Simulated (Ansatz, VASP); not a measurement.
**One calculation of Cu, two programs**

```
CELL_PARAMETERS angstrom
-3.14294 5.44372 0.00000
-6.28587 0.00000 0.00000
-3.14294 1.81457 6.92235
ATOMIC_POSITIONS crystal
Cu 0.83279 0.83279 0.50162
```

Alike in both runs: task single point; functional PBEsol; k mesh 6 × 6 × 6; occupations gaussian, width 0.1 eV; collinear spin.

```csv
,VASP,Ansatz
version,VASP 6.6.1,Ansatz 0.2.0
potentials or method,"VASP PAW PBE potentials, release 64 (Cu), cutoff 520 eV","scalar-relativistic, plane waves, PAW"
valence electrons in the cell,11,19
```

VASP gave:

```
gap on the k mesh at the Fermi level (eV)                     : 0.69
net moment per atom (μB)                                      : 1.00
size of the moment on the site where the two differ most (μB) : 0.31
```

Problem. What did Ansatz give for the same quantities?

Solution. gap on the k mesh at the Fermi level (eV): 0.70; net moment per atom (μB): 1.00; size of the moment on the site where the two differ most (μB): 0.96.

VASP's potentials were made for PBE, not for PBEsol. Site moments also hang on the region over which each program counts them. VASP's potentials hold 11 valence electrons a cell and Ansatz's 19, so a difference there can come from the potentials and not from the codes.
